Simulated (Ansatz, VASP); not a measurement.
## Ti in VASP and in Ansatz

```
CELL_PARAMETERS angstrom
0.00000 2.05698 2.05698
2.05698 0.00000 2.05698
2.05698 2.05698 0.00000
ATOMIC_POSITIONS crystal
Ti 0.00000 0.00000 0.00000
```

Alike in both runs: functional PBE; k mesh 18 × 18 × 18; occupations fermi-dirac, width 0.08 eV; no spin polarisation.

Ansatz relaxed the structure, and its values are those at the end. VASP's run is a single point on that final structure, the one shown.

```csv
,VASP,Ansatz
version,VASP 6.6.1,Ansatz 0.2.0
potentials or method,"VASP PAW PBE potentials, release 64 (Ti_sv)","PAW with Ansatz's default frozen-core files, scalar-relativistic"
plane-wave cutoff (eV),520,420
valence electrons in the cell,12,12
```

|  | VASP | Ansatz | Ansatz less VASP |
| --- | --- | --- | --- |
| pressure (GPa) | -0.3 | 0.0 | +0.27 |

The functional is the same, so the differences come from potentials, cutoffs and numerics.
